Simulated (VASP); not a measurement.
Input of a VASP 6.6.1 run:

File INCAR:

```
PREC = Accurate ; ENCUT = 520
EDIFF = 1E-7 ; ISMEAR = -1
SIGMA = 0.02 ; LREAL = Auto
LASPH = True ; NELM = 60
ALGO = Normal ; ISIF = 2
LWAVE = False ; LCHARG = False
GGA = PE ; IVDW = 12
NBANDS = 56
```

KPOINTS

```
regular mesh
0
Gamma
  1 1 1
```

File POSCAR:

```
H4C2O
1.0
    8.5689890000      0.0000000000      0.0000000000
    0.0000000000      8.5689890000      0.0000000000
    0.0000000000      0.0000000000      8.5689890000
O C H
4 8 16
Direct
    0.6210767688      0.0927647357     -0.0610106980
    0.5535775574      0.8240528725      0.3515817327
    0.1857745412      0.9189065361      0.6362477534
   -0.0096860902      0.5089048428      0.6770810419
    0.7287324094      0.0339013155     -0.1180302600
    0.5981335721      0.9448489198      0.3345318800
    0.2081809184      0.8142500825      0.5551179958
   -0.0290466005      0.6135612964      0.6025331576
    0.4335167194      0.4377879351      0.5845730459
    0.1312756966      0.5878873225      0.0454195938
    0.6657378134      0.4592607133      0.2065354501
    0.1470535205      0.1775588695      0.3200027448
    0.3634734506      0.4998606020      0.4928352691
    0.3520485322      0.3810951327      0.6659595432
    0.4951342568      0.5341120172      0.6540094753
    0.5004090914      0.3442179702      0.5216484698
    0.0393161900      0.6086949114      0.1316841462
    0.1472985903      0.6804303285     -0.0378224316
    0.0952271032      0.4675464048     -0.0091259307
    0.2393864667      0.5589457519      0.1112149870
    0.7569387707      0.3658657982      0.1974678693
    0.6289306708      0.4691568632      0.3228385519
    0.5638821569      0.4181123351      0.1335280043
    0.7198865584      0.5723779083      0.1753649118
    0.0970592914      0.2339482522      0.4214849616
    0.2107716558      0.0722372266      0.3497145346
    0.2293619469      0.2666708990      0.2696000660
    0.0564010527      0.1495859080      0.2375542786
```

Potentials or basis: VASP PAW PBE potentials, release 64 (O, C, H).

Launch:

```sh
$ cat potpaw_PBE.64/O/POTCAR potpaw_PBE.64/C/POTCAR potpaw_PBE.64/H/POTCAR > POTCAR
$ mpirun -np 1 vasp_gam > vasp.out
```

Question: Predict the pressure.

Answer: -0.1 GPa.

Question: Predict the dispersion energy per atom.

Answer: -0.023 eV.

Forces in eV/Å, atoms in the order of the input:
```
O    1.383 -0.753 -0.741
O   -1.314 -3.557  0.508
O    0.143 -0.546 -0.375
O    0.580 -3.087  2.136
C   -1.390  0.758  0.739
C    1.318  3.591 -0.497
C    0.049  0.680  0.417
C   -0.819  2.899 -2.167
C   -0.394  0.800 -0.229
C   -0.228 -3.063  0.496
C    0.603 -0.919 -1.768
C    0.973  1.081 -0.353
H    0.279 -0.359  0.546
H   -0.016 -0.005 -0.101
H   -0.025 -1.339 -0.909
H    0.120  0.863  0.750
H   -0.019  0.445 -0.041
H   -0.007  0.321 -0.390
H    0.520  1.868  0.280
H   -0.230  0.441 -0.296
H   -0.421  0.525  0.133
H   -0.513 -0.011  1.640
H    0.802  0.751  0.326
H   -0.417 -0.353 -0.390
H   -0.242 -0.106  0.495
H    0.164 -0.152  0.174
H   -0.463 -0.711  0.082
H   -0.432 -0.061 -0.465
```

Caveat: the k points lie up to 0.73 Å⁻¹ apart.
